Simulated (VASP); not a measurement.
**ZnTeOs: single point with PBE**

Crystal: ZnTeOs.

```
CELL_PARAMETERS angstrom
4.38042 0.00000 0.00000
0.00000 4.38042 0.00000
0.00000 0.00000 5.93817
ATOMIC_POSITIONS crystal
Zn 0.50000 0.00000 0.25828
Zn 0.00000 0.50000 0.74172
Te 0.50000 0.00000 0.72285
Te 0.00000 0.50000 0.27715
Os 0.00000 0.00000 0.00000
Os 0.50000 0.50000 0.00000
```

- Program: VASP 6.6.1
- Task: single point
- Functional: PBE
- Potentials or basis: VASP PAW PBE potentials, release 64 (Zn, Te, Os)
- Cutoff: 520 eV
- k mesh: 4 × 4 × 4
- Occupations: gaussian, width 0.1 eV
- Spin: no spin polarisation
- Dipole correction: no
- Further INCAR settings: ALGO = Normal; EDIFF = 1e-06; NBANDS = 35

The pressure is 0.3 GPa and the largest force is 0.058 eV/Å. The band gap on the k mesh is zero (bands 26 and 27 overlap by 0.74 eV).

Forces on the atoms (eV/Å):
```
Zn   0.000  0.000  0.058
Zn   0.000  0.000 -0.058
Te   0.000  0.000  0.008
Te   0.000  0.000 -0.008
Os   0.000  0.000  0.000
Os   0.000  0.000  0.000
```

Levels at points of the mesh, in eV from the Fermi level:
```csv
k point,band 23,band 24,band 25,band 26,band 27,band 28,band 29,band 30
"(0.00, 0.00, 0.00)",-1.65,-1.42,-1.42,-0.47,0.92,1.56,1.56,3.13
"(0.50, 0.00, 0.00)",-1.80,-1.80,-0.53,-0.53,0.04,0.04,2.15,2.15
"(0.50, 0.50, 0.00)",-1.88,-1.88,-1.00,-1.00,0.60,0.60,1.22,1.22
"(0.00, 0.00, 0.50)",-1.21,-1.21,-0.48,0.77,0.77,0.92,1.24,1.30
"(0.50, 0.00, 0.50)",-2.11,-2.11,-0.68,-0.68,0.80,0.80,1.41,1.41
"(0.50, 0.50, 0.50)",-2.18,-2.18,-1.00,-1.00,1.01,1.01,2.15,2.15
```

It took 78 s on 1 thread of Oxide Virtual Turin-like Processor, with other jobs on the host, peak memory 0.23 GiB.

Caveat: spin-orbit coupling is left out, which moves the levels of the heavy elements.
